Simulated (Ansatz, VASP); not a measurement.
Two plane-wave programs on Rb

The input POSCAR:

```
Rb
1.0
    4.9756623956      0.0000000000      0.0000000000
   -2.4878311978      4.3090500353      0.0000000000
    0.0000000000      0.0000000000      8.1252566921
Rb
2
Direct
    0.3333333333      0.6666666667      0.2500000000
    0.6666666667      0.3333333333      0.7500000000
```

Contents of INCAR.step1:

```
SYSTEM = Rb
  ALGO = Normal
  EDIFF = 1E-4
  ENCUT = 600
  GGA = PE
  ISMEAR = -1
  LASPH = .TRUE.
  LCHARG = .FALSE.
  LREAL = .FALSE.
  LWAVE = .TRUE.
  NELM = 80
  PREC = Accurate
  SIGMA = 0.1
```

The input INCAR.step2:

```
SYSTEM = Rb
  ALGO = Normal
  EDIFF = 1E-6
  EDIFFG = -0.01
  ENCUT = 600
  IBRION = 2
  ISIF = 3
  ISMEAR = -1
  ISTART = 1
  LASPH = .TRUE.
  LCHARG = .FALSE.
  LMIXTAU = .TRUE.
  LREAL = .FALSE.
  LWAVE = .FALSE.
  METAGGA = R2SCAN
  NELM = 80
  NSW = 80
  PREC = Accurate
  SIGMA = 0.1
```

KPOINTS

```
k-points
0
G
  7 7 4
  0 0 0
```

Input for Ansatz:

```yaml
crystal:
  lattice:
    - [4.9756623956, 0.0, 0.0]
    - [-2.4878311978, 4.3090500353, 0.0]
    - [0.0, 0.0, 8.1252566921]
  atoms:
    - { symbol: Rb, position: [0.3333333333, 0.6666666667, 0.25] }
    - { symbol: Rb, position: [0.6666666667, 0.3333333333, 0.75] }
hamiltonian:
  xc: r2scan
  pseudopotentials:
    kind: paw
    azcp:
      Rb: "pseudopotentials/Rb.paw.azcp"
basis:
  ecutwfc: 500
  fft_grid_basis: typed
kpoints:
  mp_grid: { grid: [7, 7, 4], shift: [0, 0, 0] }
magnetization:
  spin_polarized: false
scf:
  occupations: { method: fermi_dirac, width: 0.1 }
relax:
  max_steps: 60
  f_tol: 0.01
  cell: {}
```

Alike in both runs: task relaxation of cell and atoms; functional r2SCAN; k mesh 7 × 7 × 4; occupations fermi-dirac, width 0.1 eV; no spin polarisation.

```csv
,VASP,Ansatz
version,VASP 6.6.1,Ansatz 0.2.0
potentials or method,"VASP PAW PBE potentials, release 64 (Rb_sv), cutoff 600 eV","plane waves (500 eV) with PAW, scalar-relativistic"
valence electrons in the cell,18,18
```

Ansatz gave:

```
relaxed volume (Å³/atom)                                     : 95.40
relaxed cell length with the largest relative difference (Å) : 5.107
```

Problem. Estimate VASP's values.

Solution. Relaxed volume (Å³/atom): 95.73; relaxed cell length with the largest relative difference (Å): 5.120.

VASP's potentials were made for PBE, not for r2SCAN.
